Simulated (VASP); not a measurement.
# Fe (P6_3/mmc) in VASP: single point with revPBE

Aim: the single point of Fe with revPBE.

Everything below comes from runs of VASP 6.6.1. Logs are shortened: lines on timing, memory, paths and dates and some standing lists are left out, and cuts for length are marked.

## Step 1: The cell of the first run

Symmetry: P6_3/mmc, No. 194, hexagonal system. The conventional cell has a = 2.406 Å, b = 2.406 Å, c = 3.805 Å, α = 90.00°, β = 90.00°, γ = 120.00°. Within 3.1 Å of Fe (site symmetry -6m2) lie 12 Fe at 2.36 to 2.41 Å.

This isn't the form of Fe at room conditions, which is bcc.

## Step 2: Single point, revPBE (9.54 Å³/atom)

Contents of INCAR:

```
PREC = Accurate
ENCUT = 690
EDIFF = 1E-6
ISMEAR = -1
SIGMA = 0.1
LREAL = False
LASPH = True
NELM = 120
ALGO = Normal
ISIF = 2
LWAVE = False
LCHARG = False
GGA = RE
NBANDS = 23
GGA_COMPAT = False
```

Contents of KPOINTS:

```
Automatic mesh
0
Gamma
  16 16 9
```

Contents of POSCAR:

```
Fe
1.0
    2.4061630455      0.0000000000      0.0000000000
   -1.2030815228      2.0837983230      0.0000000000
    0.0000000000      0.0000000000      3.8053164763
Fe
2
Direct
    0.3333333333      0.6666666667      0.2500000000
    0.6666666667      0.3333333333      0.7500000000
```

Potentials or basis: VASP PAW PBE potentials, release 64 (Fe_sv).

Started as:

```sh
$ cat potpaw_PBE.64/Fe_sv/POTCAR > POTCAR
$ mpirun -np 1 vasp_std > vasp.out
```

OUTCAR:

```text
PREC = Accurate
   ENCUT = 690
   EDIFF = 1E-6
   ISMEAR = -1
   LREAL = False
   LASPH = True
   NELM = 120
   ISIF = 2
   GGA = RE

 ion  position               nearest neighbor table
   1  0.333  0.667  0.250-   2 2.36   2 2.36   2 2.36   2 2.36   2 2.36   2 2.36
   2  0.667  0.333  0.750-   1 2.36   1 2.36   1 2.36   1 2.36   1 2.36   1 2.36

  LATTYP: Found a hexagonal cell.
 ALAT       =     2.4061630455
 C/A-ratio  =     1.5814873740

  Lattice vectors:

 A1 = (   2.4061630455,   0.0000000000,   0.0000000000)
 A2 = (  -1.2030815228,   2.0837983230,   0.0000000000)
 A3 = (   0.0000000000,   0.0000000000,   3.8053164763)

Analysis of symmetry for initial positions (statically):
=====================================================================
 Subroutine PRICEL returns:
 Original cell was already a primitive cell.

 Routine SETGRP: Setting up the symmetry group for a
 hexagonal supercell.

 Subroutine GETGRP returns: Found 24 space group operations
 (whereof 12 operations were pure point group operations)
 out of a pool of 24 trial point group operations.

The static configuration has the point symmetry D_3d.
 The point group associated with its full space group is D_6h.

Analysis of symmetry for dynamics (positions and initial velocities):
=====================================================================
 Subroutine PRICEL returns:
 Original cell was already a primitive cell.

 Routine SETGRP: Setting up the symmetry group for a
 hexagonal supercell.

 Subroutine GETGRP returns: Found 24 space group operations
 (whereof 12 operations were pure point group operations)
 out of a pool of 24 trial point group operations.

The dynamic configuration has the point symmetry D_3d.
 The point group associated with its full space group is D_6h.

 Subroutine INISYM returns: Found 24 space group operations
 (whereof 12 operations are pure point group operations),
 and found     1 'primitive' translations

----------------------------------------------------------------------------------------

                                     Primitive cell

  volume of cell :      19.0797

  direct lattice vectors                    reciprocal lattice vectors
     2.406163046  0.000000000  0.000000000     0.415599434  0.239946445  0.000000000
    -1.203081523  2.083798323  0.000000000     0.000000000  0.479892890  0.000000000
     0.000000000  0.000000000  3.805316476     0.000000000  0.000000000  0.262790232

  length of vectors
     2.406163046  2.406163045  3.805316476     0.479892890  0.479892890  0.262790232

  position of ions in fractional coordinates (direct lattice)
     0.333333333  0.666666667  0.250000000
     0.666666667  0.333333333  0.750000000

  ion indices of the primitive-cell ions
   primitive index   ion index
                 1           1
                 2           2

----------------------------------------------------------------------------------------

 KPOINTS: Automatic mesh

Automatic generation of k-mesh.
 Grid dimensions read from file:
 generate k-points for:   16   16    9

 Generating k-lattice:

  Cartesian coordinates                     Fractional coordinates (reciprocal lattice)
     0.025974965  0.014996653  0.000000000     0.062500000  0.000000000  0.000000000
     0.000000000  0.029993306  0.000000000     0.000000000  0.062500000  0.000000000
     0.000000000  0.000000000  0.029198915     0.000000000  0.000000000  0.111111111

  Length of vectors
     0.029993306  0.029993306  0.029198915

  Shift w.r.t. Gamma in fractional coordinates (k-lattice)
     0.000000000  0.000000000  0.000000000

 Subroutine IBZKPT returns following result:
 ===========================================

 Found    150 irreducible k-points:

 Following reciprocal coordinates:
            Coordinates               Weight
  0.000000  0.000000  0.000000      1.000000
  0.062500 -0.000000  0.000000      6.000000
  0.125000 -0.000000  0.000000      6.000000
  0.187500  0.000000  0.000000      6.000000
  0.250000 -0.000000  0.000000      6.000000
  0.312500  0.000000  0.000000      6.000000
[... 16 lines left out ...]
  0.187500  0.187500  0.000000      6.000000
  0.250000  0.187500  0.000000     12.000000
 [... further k-points ...]
   k-points           NKPTS =    150   k-points in BZ     NKDIM =    150   number of bands    NBANDS=     23
   number of dos      NEDOS =    301   number of ions     NIONS =      2
   total plane-waves  NPLWV =  20736
   dimension x,y,z NGX =    24 NGY =   24 NGZ =   36
   dimension x,y,z NGXF=    48 NGYF=   48 NGZF=   72
   ions per type =               2
   NGX,Y,Z   is equivalent  to a cutoff of  16.58, 16.58, 15.73 a.u.
   NGXF,Y,Z  is equivalent  to a cutoff of  33.16, 33.16, 31.46 a.u.
 SYSTEM =  unknown system
   PREC   = accura    normal or accurate (medium, high low for compatibility)
   ISTART =      0    job   : 0-new  1-cont  2-samecut
   ICHARG =      2    charge: 1-file 2-atom 10-const
   ISPIN  =      1    spin polarized calculation?
   LNONCOLLINEAR =      F non collinear calculations
   LSORBIT =      F    spin-orbit coupling
   LASPH  =      T    aspherical Exc in radial PAW
   ENCUT  =  690.0 eV  50.71 Ry    7.12 a.u.   5.15  5.15  8.15*2*pi/ulx,y,z
   NELM   =    120;   NELMIN=  2; NELMDL= -5     # of ELM steps
   EDIFF  = 0.1E-05   stopping-criterion for ELM
   LREAL  =      F    real-space projection
   EDIFFG = 0.1E-04   stopping-criterion for IOM
   NSW    =      0    number of steps for IOM
   IBRION =     -1    ionic relax: 0-MD 1-quasi-New 2-CG
   NFREE  =      0    steps in history (QN), initial steepest desc. (CG)
   ISIF   =      2    stress and relaxation
   ISYM   =      2    0-nonsym 1-usesym 2-fastsym
   POTIM  = 0.5000    time-step for ionic-motion
   TEBEG  =    0.0;   TEEND  =   0.0 temperature during run
   PSTRESS=    0.0 pullay stress
   NELECT =      32.0000    total number of electrons
   NUPDOWN=      -1.0000    fix difference up-down
   EMIN   =  10.00;   EMAX   =-10.00  energy-range for DOS
   EFERMI =   0.00;   METHOD = LEGACY
   ISMEAR =    -1;   SIGMA  =   0.10  broadening in eV -4-tet -1-fermi 0-gaus
   EFERMI_NEDOS =   21; number of points for ismear=-14 and -15
   IALGO  =     38    algorithm
   IMIX   =      4    mixing-type and parameters
     AMIX     =   0.40;   BMIX     =  1.00
     AMIX_MAG =   1.60;   BMIX_MAG =  1.00
  volume/ion in A,a.u.               =       9.54        64.38
  Fermi-wavevector in a.u.,A,eV,Ry     =   1.945066  3.675642 51.474667  3.783281
  Thomas-Fermi vector in A             =   2.973864
   LORBIT       =      0    0 simple, 1 ext, 2 COOP (PROOUT), +10 PAW based schemes
   GGA     = RE    functional components
   LHFCALC =     F    Hartree Fock is set to
   AEXX    =    0.0000 exact exchange contribution
   IVDW    =     0    specifies the selected vdW correction
   LEPSILON=     F    determine dielectric tensor
   LRPA    =     F    only Hartree local field effects (RPA)
 non-spin polarized calculation
  energy-cutoff  :      690.00
  volume of cell :       19.08
 maximum number of plane-waves:       802
 NGX is ok and might be reduce to    24
   NGX = 11   NGY = 11   NGZ = 17

 number of electron      32.0000007 magnetization

 Free energy of the ion-electron system (eV)
  ---------------------------------------------------
  ext. energy  EPLUGINS =         0.00000000
  ---------------------------------------------------
  free energy    TOTEN  =       -15.58996431 eV

  energy without entropy =      -15.51533860  energy(sigma->0) =      -15.55265146

 E-fermi :  15.2435     XC(G=0): -14.7773

 val. band max:       15.2416223904   @ k =   0.0000   0.0000   0.1111
 cond. band min:      15.2623524960   @ k =   0.1250   0.0625   0.3333
 fundamental gap:      0.0207301057
 Fermi energy:        15.2434811649

 k-point     1 :       0.0000    0.0000    0.0000
  band No.  band energies     occupation
      1     -72.2320      2.00000
      2     -72.0566      2.00000
      3     -38.5831      2.00000
      4     -37.9075      2.00000
      5     -37.9075      2.00000
      6     -37.7892      2.00000
[... 15 lines left out ...]
     22      37.0873      0.00000
     23      40.8838      0.00000

 k-point     2 :       0.0625   -0.0000    0.0000
  band No.  band energies     occupation
      1     -72.2271      2.00000
      2     -72.0547      2.00000
      3     -38.5734      2.00000
      4     -37.9275      2.00000
      5     -37.9143      2.00000
      6     -37.8097      2.00000
[... 15 lines left out ...]
     22      36.6774      0.00000
     23      39.6516      0.00000

 k-point     3 :       0.1250   -0.0000    0.0000
  band No.  band energies     occupation
      1     -72.2129      2.00000
      2     -72.0494      2.00000
      3     -38.5448      2.00000
      4     -37.9836      2.00000
      5     -37.9329      2.00000
      6     -37.8677      2.00000
[... 15 lines left out ...]
     22      35.0180      0.00000
     23      38.4123      0.00000

 k-point     4 :       0.1875    0.0000    0.0000
  band No.  band energies     occupation
      1     -72.1912      2.00000
      2     -72.0419      2.00000
      3     -38.5000      2.00000
      4     -38.0686      2.00000
      5     -37.9601      2.00000
      6     -37.9530      2.00000
[... 15 lines left out ...]
     22      32.5074      0.00000
     23      36.8232      0.00000

 k-point     5 :       0.2500   -0.0000    0.0000
  band No.  band energies     occupation
      1     -72.1646      2.00000
      2     -72.0340      2.00000
      3     -38.4425      2.00000
      4     -38.1696      2.00000
      5     -38.0516      2.00000
      6     -37.9915      2.00000
[... 434 lines left out ...]
 k-point    22 :       0.4375    0.1250    0.0000
  band No.  band energies     occupation
      1     -72.0750      2.00000
      2     -72.0266      2.00000
      3     -38.4136      2.00000
      4     -38.2769      2.00000
      5     -38.2137      2.00000
      6     -38.1105      2.00000
[... 15 lines left out ...]
     22      28.2019      0.00000
     23      28.6268      0.00000

 k-point    23 :       0.1875    0.1875    0.0000
  band No.  band energies     occupation
      1     -72.1295      2.00000
      2     -72.0265      2.00000
      3     -38.3614      2.00000
      4     -38.2149      2.00000
      5     -38.2126      2.00000
      6     -38.0139      2.00000
[... 15 lines left out ...]
     22      28.6186      0.00000
     23      29.5284      0.00000

 k-point    24 :       0.2500    0.1875    0.0000
  band No.  band energies     occupation
      1     -72.1047      2.00000
      2     -72.0241      2.00000
      3     -38.2988      2.00000
      4     -38.2937      2.00000
      5     -38.2418      2.00000
      6     -38.0621      2.00000
[... 15 lines left out ...]
     22      26.9761      0.00000
     23      28.4885      0.00000

 [... further k-points ...]

------------------------ aborting loop because EDIFF is reached ----------------------------------------

  FORCE on cell =-STRESS in cart. coord.  units (eV):
  Direction    XX          YY          ZZ          XY          YZ          ZX
  --------------------------------------------------------------------------------------
  -------------------------------------------------------------------------------------
  Total        3.0199057      3.0199057      3.1461092     -0.0000000      0.0000000     -0.0000000
  in kB      253.5901867    253.5901867    264.1878641     -0.0000000      0.0000000     -0.0000000
  external PRESSURE =     257.1227459 kB  Pullay stress =       0.0000000 kB

 VOLUME and BASIS-vectors are now :
 -----------------------------------------------------------------------------
  energy-cutoff  :      690.00
  volume of cell :       19.08
      direct lattice vectors                 reciprocal lattice vectors
     2.406163046  0.000000000  0.000000000     0.415599434  0.239946445  0.000000000
    -1.203081523  2.083798323  0.000000000     0.000000000  0.479892890  0.000000000
     0.000000000  0.000000000  3.805316476     0.000000000  0.000000000  0.262790232

 POSITION                                       TOTAL-FORCE (eV/Angst)
 -----------------------------------------------------------------------------------
     -0.00000      1.38920      0.95133        -0.000000      0.000000      0.000000
      1.20308      0.69460      2.85399         0.000000     -0.000000      0.000000
 -----------------------------------------------------------------------------------
    total drift:                               -0.000000      0.000000     -0.000000

  FREE ENERGIE OF THE ION-ELECTRON SYSTEM (eV)
  ---------------------------------------------------
  free  energy   TOTEN  =       -15.5899643097 eV

  energy  without entropy=      -15.5153386022  energy(sigma->0) =      -15.55265146
```

It took 75 s on 1 thread of Intel Xeon Platinum 8259CL at 2.50GHz (Skylake/Cascade Lake), shared host; peak memory 0.21 GiB.

What came out:

- Free energy: -15.5900 eV
- Pressure: 25.7 GPa
- Band gap on the k mesh: zero (bands 16 and 17 overlap by 2.06 eV)

Levels at points of the mesh, in eV from the Fermi level:
```tsv
k point	band 14	band 15	band 16	band 17	band 18	band 19
(0.00, 0.00, 0.00)	-1.30	-1.30	-0.92	-0.92	0.44	0.80
(0.50, 0.00, 0.00)	-1.68	-1.17	0.92	1.17	1.21	2.90
```

Caveat: the cell stands under pressure; the PAW data sets were made with another functional, which shifts forces and pressure a little; the run has no spin polarisation, though such a crystal can be magnetic. Spin polarisation is off, so any magnetic state and its effect on volume and gap are missing.

The gap in the log of VASP goes by the Fermi energy; the results here count the filled bands.